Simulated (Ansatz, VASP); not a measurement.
**Hf2N: VASP beside Ansatz**

The input INCAR:

```
ALGO = Normal
EDIFF = 1E-6
ENCUT = 520
GGA = CA
ISIF = 2
ISMEAR = 0
LASPH = True
LCHARG = False
LREAL = False
LWAVE = False
NBANDS = 34
NELM = 100
PREC = Accurate
SIGMA = 0.15
```

KPOINTS

```
k-points
0
Gamma
  8 8 12
```

Contents of POSCAR:

```
Hf2N
1.0
    4.8845074885      0.0000000000      0.0000000000
    0.0000000000      5.2521585898      0.0000000000
    0.0000000000      0.0000000000      3.2005839592
Hf N
4 2
Direct
    0.3092031779      0.2816036895      0.0000000000
    0.6907968221      0.7183963105      0.0000000000
    0.8092031779      0.2183963105      0.5000000000
    0.1907968221      0.7816036895      0.5000000000
    0.0000000000      0.0000000000      0.0000000000
    0.5000000000      0.5000000000      0.5000000000
```

Input for Ansatz:

```yaml
crystal:
  lattice:
    - [4.8845074885, 0.0, 0.0]
    - [0.0, 5.2521585898, 0.0]
    - [0.0, 0.0, 3.2005839592]
  atoms:
    - { symbol: Hf, position: [0.3092031779, 0.2816036895, 0.0] }
    - { symbol: Hf, position: [0.6907968221, 0.7183963105, 0.0] }
    - { symbol: Hf, position: [0.8092031779, 0.2183963105, 0.5] }
    - { symbol: Hf, position: [0.1907968221, 0.7816036895, 0.5] }
    - { symbol: "N", position: [0.0, 0.0, 0.0] }
    - { symbol: "N", position: [0.5, 0.5, 0.5] }
basis:
  ecutwfc: 520.0
kpoints:
  mp_grid: { grid: [8, 8, 12] }
hamiltonian:
  xc: lda
  pseudopotentials: { kind: paw, azcp: { folder: soft_1 } }
scf:
  occupations: { method: gaussian, width: 0.15 }
output:
  forces: true
  stress: true
  eigenvalues: true
```

Change from the starting cell: mode 4 frozen in at +0.102 Å, normal strain along x -0.0700.

Alike in both runs: task single point; functional LDA; k mesh 8 × 8 × 12; occupations gaussian, width 0.15 eV; no spin polarisation.

```csv
,VASP,Ansatz
version,VASP 6.6.1,Ansatz 0.2.0
potentials or method,"VASP PAW LDA potentials, release 64 (Hf_pv, N), cutoff 520 eV","scalar-relativistic, plane waves, PAW"
valence electrons in the cell,50,114
```

Ansatz gave:

* gap on the k mesh at the Fermi level (eV): none
* pressure (GPa): 18.2
* traceless stress, the component that is largest in VASP (GPa): 14.87
* rms of the force components (eV/Å): 0.165

Task: What did VASP give for the same quantities?

Result: gap on the k mesh at the Fermi level (eV): none; pressure (GPa): 18.3; traceless stress, the component that is largest in VASP (GPa): 14.93; rms of the force components (eV/Å): 0.168.

Ansatz warns that its potentials were made for another functional, while VASP's fit it. LDA's correlation is that of Perdew and Zunger in VASP and of Perdew and Wang (1992) in Ansatz. Atom by atom the forces differ by 0.003 eV/Å (rms over components). A gap of «none» marks a metal or a gap that the smearing closes. VASP's potentials hold 50 valence electrons a cell and Ansatz's 114, so a difference there can come from the potentials and not from the codes.

Spin-orbit coupling is off throughout.
